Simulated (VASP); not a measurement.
# BaTiO3 (Pm-3m) in VASP: notebook, part 2 of 2

VASP 6.6.1.

### 4 Density of states, PBEsol+U

The input, POSCAR:

```
BaTiO3
1.0
    4.0060000000      0.0000000000      0.0000000000
    0.0000000000      4.0060000000      0.0000000000
    0.0000000000      0.0000000000      4.0060000000
Ba Ti O
1 1 3
Direct
    0.5000000000      0.5000000000      0.5000000000
    0.0000000000      0.0000000000      0.0000000000
    0.0000000000      0.0000000000      0.5000000000
    0.0000000000      0.5000000000      0.0000000000
    0.5000000000      0.0000000000      0.0000000000
```

The input, INCAR.step1:

```
PREC = Accurate ; ENCUT = 520
EDIFF = 1E-6 ; ISMEAR = -1
SIGMA = 0.05 ; LREAL = False
LASPH = True ; NELM = 150
ALGO = Normal ; ISIF = 2
LWAVE = False ; LCHARG = True
LMAXMIX = 4 ; LDAU = True
LDAUTYPE = 2 ; LDAUL = -1 2 -1
LDAUU = 0 8 0 ; LDAUJ = 0 0 0
LDAUPRINT = 1 ; GGA = PS
NBANDS = 28
```

The input, KPOINTS.step1:

```
regular mesh
0
Gamma
  7 7 7
```

The input, INCAR.step2:

```
PREC = Accurate ; ENCUT = 520
EDIFF = 1E-6 ; ISMEAR = -5
SIGMA = 0.05 ; LREAL = False
LASPH = True ; NELM = 150
ALGO = Normal ; ISIF = 2
LWAVE = False ; LCHARG = False
LMAXMIX = 4 ; LDAU = True
LDAUTYPE = 2 ; LDAUL = -1 2 -1
LDAUU = 0 8 0 ; LDAUJ = 0 0 0
LDAUPRINT = 1 ; GGA = PS
LORBIT = 11 ; NEDOS = 2001
ICHARG = 11
```

The input, KPOINTS.step2:

```
regular mesh
0
Gamma
  11 11 11
```

Potentials or basis: VASP PAW PBE potentials, release 64 (Ba_sv, Ti_sv, O).

Command:

```bash
$ cat potpaw_PBE.64/Ba_sv/POTCAR potpaw_PBE.64/Ti_sv/POTCAR potpaw_PBE.64/O/POTCAR > POTCAR
$ cp INCAR.step1 INCAR
$ cp KPOINTS.step1 KPOINTS
$ mpirun -np 1 vasp_std > vasp.out
$ cp INCAR.step2 INCAR
$ cp KPOINTS.step2 KPOINTS
$ mpirun -np 1 vasp_std > vasp.out
```

OUTCAR:

```text
PREC = Accurate
   ENCUT = 520
   EDIFF = 1E-6
   ISMEAR = -5
   LREAL = False
   LASPH = True
   NELM = 150
   ISIF = 2
   GGA = PS
   LORBIT = 11
   ICHARG = 11

 ion  position               nearest neighbor table
   1  0.500  0.500  0.500-   3 2.83   4 2.83   5 2.83   4 2.83   5 2.83   3 2.83   5 2.83   5 2.83
                             3 2.83   4 2.83   4 2.83   3 2.83   2 3.47   2 3.47   2 3.47   2 3.47
   2  0.000  0.000  0.000-   3 2.00   4 2.00   5 2.00   3 2.00   4 2.00   5 2.00   1 3.47   1 3.47
                             1 3.47   1 3.47   1 3.47   1 3.47   1 3.47   1 3.47
   3  0.000  0.000  0.500-   2 2.00   2 2.00   1 2.83   1 2.83   1 2.83   1 2.83
   4  0.000  0.500  0.000-   2 2.00   2 2.00   1 2.83   1 2.83   1 2.83   1 2.83
   5  0.500  0.000  0.000-   2 2.00   2 2.00   1 2.83   1 2.83   1 2.83   1 2.83

  LATTYP: Found a simple cubic cell.
 ALAT       =     4.0060000000

  Lattice vectors:

 A1 = (   4.0060000000,   0.0000000000,   0.0000000000)
 A2 = (   0.0000000000,   4.0060000000,   0.0000000000)
 A3 = (   0.0000000000,   0.0000000000,   4.0060000000)

Analysis of symmetry for initial positions (statically):
=====================================================================
 Subroutine PRICEL returns:
 Original cell was already a primitive cell.

 Routine SETGRP: Setting up the symmetry group for a
 simple cubic supercell.

 Subroutine GETGRP returns: Found 48 space group operations
 (whereof 48 operations were pure point group operations)
 out of a pool of 48 trial point group operations.

The static configuration has the point symmetry O_h .

Analysis of symmetry for dynamics (positions and initial velocities):
=====================================================================
 Subroutine PRICEL returns:
 Original cell was already a primitive cell.

 Routine SETGRP: Setting up the symmetry group for a
 simple cubic supercell.

 Subroutine GETGRP returns: Found 48 space group operations
 (whereof 48 operations were pure point group operations)
 out of a pool of 48 trial point group operations.

The dynamic configuration has the point symmetry O_h .

 Subroutine INISYM returns: Found 48 space group operations
 (whereof 48 operations are pure point group operations),
 and found     1 'primitive' translations

----------------------------------------------------------------------------------------

                                     Primitive cell

  volume of cell :      64.2884

  direct lattice vectors                    reciprocal lattice vectors
     4.006000000  0.000000000  0.000000000     0.249625562  0.000000000  0.000000000
     0.000000000  4.006000000  0.000000000     0.000000000  0.249625562  0.000000000
     0.000000000  0.000000000  4.006000000     0.000000000  0.000000000  0.249625562

  length of vectors
     4.006000000  4.006000000  4.006000000     0.249625562  0.249625562  0.249625562

  position of ions in fractional coordinates (direct lattice)
     0.500000000  0.500000000  0.500000000
     0.000000000  0.000000000  0.000000000
     0.000000000  0.000000000  0.500000000
[... 116 lines left out ...]
   IVDW    =     0    specifies the selected vdW correction
   LEPSILON=     F    determine dielectric tensor
   LRPA    =     F    only Hartree local field effects (RPA)
 non-spin polarized calculation
 Fermi weights with tetrahedron method with Bloechl corrections
  energy-cutoff  :      520.00
  volume of cell :       64.29
 maximum number of plane-waves:      1759
 NGX is ok and might be reduce to    30

atom =   2  type =  2  l = 2

 onsite density matrix

spin component  1

  0.0866 -0.0000  0.0000  0.0000 -0.0000
 -0.0000  0.0866  0.0000 -0.0000  0.0000
  0.0000  0.0000  0.2273 -0.0000 -0.0000
  0.0000 -0.0000 -0.0000  0.0866 -0.0000
 -0.0000  0.0000 -0.0000 -0.0000  0.2273

spin component  2

  0.0866 -0.0000  0.0000  0.0000 -0.0000
 -0.0000  0.0866  0.0000 -0.0000  0.0000
  0.0000  0.0000  0.2273 -0.0000 -0.0000
  0.0000 -0.0000 -0.0000  0.0866 -0.0000
 -0.0000  0.0000 -0.0000 -0.0000  0.2273

 occupancies and eigenvectors

  o =  0.0866  v =  1.0000  0.0000  0.0000  0.0000  0.0000  0.0000  0.0000  0.0000  0.0000  0.0000      0.0000  0.0000  0.0000  0.0000  0.0000  0.0000  0.0000  0.0000  0.0000  0.0000
  o =  0.0866  v =  0.0000  0.0000  0.0000  0.0000  0.0000  1.0000  0.0000  0.0000  0.0000  0.0000      0.0000  0.0000  0.0000  0.0000  0.0000  0.0000  0.0000  0.0000  0.0000  0.0000
  o =  0.0866  v =  0.0000  0.7061  0.0000 -0.7081 -0.0000  0.0000  0.0000  0.0000  0.0000  0.0000      0.0000  0.0000  0.0000  0.0000  0.0000  0.0000  0.0000  0.0000  0.0000  0.0000
  o =  0.0866  v =  0.0000  0.0000  0.0000  0.0000  0.0000  0.0000  0.7061  0.0000 -0.7081 -0.0000      0.0000  0.0000  0.0000  0.0000  0.0000  0.0000  0.0000  0.0000  0.0000  0.0000
  o =  0.0866  v =  0.0000 -0.7081 -0.0000 -0.7061  0.0000  0.0000  0.0000  0.0000  0.0000  0.0000      0.0000  0.0000  0.0000  0.0000  0.0000  0.0000  0.0000  0.0000  0.0000  0.0000
  o =  0.0866  v =  0.0000  0.0000  0.0000  0.0000  0.0000  0.0000 -0.7081 -0.0000 -0.7061  0.0000      0.0000  0.0000  0.0000  0.0000  0.0000  0.0000  0.0000  0.0000  0.0000  0.0000
  o =  0.2273  v =  0.0000  0.0000  0.0000  0.0000  0.0000  0.0000  0.0000 -1.0000 -0.0000  0.0000      0.0000  0.0000  0.0000  0.0000  0.0000  0.0000  0.0000  0.0000  0.0000  0.0000
  o =  0.2273  v =  0.0000  0.0000 -1.0000 -0.0000  0.0000  0.0000  0.0000  0.0000  0.0000  0.0000      0.0000  0.0000  0.0000  0.0000  0.0000  0.0000  0.0000  0.0000  0.0000  0.0000
  o =  0.2273  v =  0.0000  0.0000  0.0000  0.0000  0.0000  0.0000 -0.0000 -0.0000 -0.0000 -1.0000      0.0000  0.0000  0.0000  0.0000  0.0000  0.0000  0.0000  0.0000  0.0000  0.0000
  o =  0.2273  v =  0.0000 -0.0000 -0.0000 -0.0000 -1.0000  0.0000  0.0000  0.0000  0.0000  0.0000      0.0000  0.0000  0.0000  0.0000  0.0000  0.0000  0.0000  0.0000  0.0000  0.0000

 number of electron      39.9999976 magnetization

 Free energy of the ion-electron system (eV)
  ---------------------------------------------------
  ext. energy  EPLUGINS =         0.00000000
  ---------------------------------------------------
  free energy    TOTEN  =       -36.82210000 eV

  energy without entropy =      -36.82210000  energy(sigma->0) =      -36.82210000

 E-fermi :   3.9250     XC(G=0): -11.5167

 val. band max:        3.9226802253   @ k =   0.4545   0.4545   0.4545
 cond. band min:       6.6531794680   @ k =   0.0000   0.0000   0.0000
 fundamental gap:      2.7304992427
 Fermi energy:         3.9249883999

 k-point     1 :       0.0000    0.0000    0.0000
  band No.  band energies     occupation
      1     -54.6294      2.00000
      2     -30.8530      2.00000
      3     -30.8530      2.00000
      4     -30.8530      2.00000
      5     -20.8284      2.00000
      6     -12.9836      2.00000
[... 637 lines left out ...]
     23       7.7368      0.00000
     24       8.3421      0.00000

 [... further k-points ...]

------------------------ aborting loop because EDIFF is reached ----------------------------------------

  FORCE on cell =-STRESS in cart. coord.  units (eV):
  Direction    XX          YY          ZZ          XY          YZ          ZX
  --------------------------------------------------------------------------------------
  -------------------------------------------------------------------------------------
  Total        1.5177867      1.5177867      1.5177867      0.0000000      0.0000000      0.0000000
  in kB       37.8258325     37.8258325     37.8258325      0.0000000      0.0000000      0.0000000
  external PRESSURE =      37.8258325 kB  Pullay stress =       0.0000000 kB

 VOLUME and BASIS-vectors are now :
 -----------------------------------------------------------------------------
  energy-cutoff  :      520.00
  volume of cell :       64.29
      direct lattice vectors                 reciprocal lattice vectors
     4.006000000  0.000000000  0.000000000     0.249625562  0.000000000  0.000000000
     0.000000000  4.006000000  0.000000000     0.000000000  0.249625562  0.000000000
     0.000000000  0.000000000  4.006000000     0.000000000  0.000000000  0.249625562

 POSITION                                       TOTAL-FORCE (eV/Angst)
 -----------------------------------------------------------------------------------
      2.00300      2.00300      2.00300         0.000000      0.000000      0.000000
      0.00000      0.00000      0.00000         0.000000      0.000000      0.000000
      0.00000      0.00000      2.00300         0.000000      0.000000      0.000000
      0.00000      2.00300      0.00000         0.000000      0.000000      0.000000
      2.00300      0.00000      0.00000         0.000000      0.000000      0.000000
 -----------------------------------------------------------------------------------
    total drift:                                0.000000     -0.000000      0.000000

  FREE ENERGIE OF THE ION-ELECTRON SYSTEM (eV)
  ---------------------------------------------------
  free  energy   TOTEN  =       -36.8221000023 eV

  energy  without entropy=      -36.8221000023  energy(sigma->0) =      -36.82210000

 total charge

# of ion       s       p       d       tot
------------------------------------------
    1        2.004   5.635   0.346   7.985
    2        2.232   6.305   1.405   9.942
    3        1.555   3.483   0.000   5.038
    4        1.555   3.483   0.000   5.038
    5        1.555   3.483   0.000   5.038
--------------------------------------------------
tot          8.902  22.388   1.751  33.042
```

Run time: 37 s. Hardware: 1 thread of Intel Xeon 6975P-C (Granite Rapids), shared host; peak memory 0.22 GiB.

Results:

```
Valence electrons inside the program's atomic spheres : Ba 7.99; Ti 9.94; O 5.04
```

Levels at points of the mesh, in eV from the valence-band top:
| k point | band 17 | band 18 | band 19 | band 20 | band 21 | band 22 | band 23 | band 24 |
| --- | --- | --- | --- | --- | --- | --- | --- | --- |
| (0.00, 0.00, 0.00) | -1.11 | -0.20 | -0.20 | -0.20 | 2.73 | 2.73 | 2.73 | 4.08 |

Eigenvalues of the final occupation matrices:
```
    site  spin  trace               eigenvalues
site 2 d     1   0.71  0.09 0.09 0.09 0.23 0.23
site 2 d     2   0.71  0.09 0.09 0.09 0.23 0.23
```

Caveat: the PAW data sets were made with another functional, which shifts forces and pressure a little; spin-orbit coupling is left out, which moves the levels of the heavy elements.
